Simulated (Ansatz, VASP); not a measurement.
# One calculation of As, two programs

```
CELL_PARAMETERS angstrom
1.87858 1.08460 3.33288
-1.87858 1.08460 3.33288
0.00000 -2.16920 3.33288
ATOMIC_POSITIONS crystal
As 0.76938 0.76938 0.76938
As 0.23062 0.23062 0.23062
```

Alike in both runs: functional LDA; k mesh 15 × 15 × 15; occupations fermi-dirac, width 0.15 eV; no spin polarisation.

Ansatz relaxed the structure, and its values are those at the end. VASP's run is a single point on that final structure, the one shown.

```csv
,VASP,Ansatz
version,VASP 6.6.1,Ansatz 0.2.0
potentials or method,"VASP PAW LDA potentials, release 64 (As_d), cutoff 600 eV","scalar-relativistic, plane waves, PAW"
valence electrons in the cell,30,30
```

Ansatz gave:

| Quantity | Value |
| --- | --- |
| gap on the k mesh at the Fermi level (eV) | none |
| pressure (GPa) | 0.0 |
| rms of the force components (eV/Å) | 0.000 |

**Question.** Which values does VASP return?

**Answer.** gap on the k mesh at the Fermi level (eV): none; pressure (GPa): 0.3; rms of the force components (eV/Å): 0.018.

LDA's correlation is that of Perdew and Zunger in VASP and of Perdew and Wang (1992) in Ansatz. A gap of «none» marks a metal or a gap that the smearing closes.
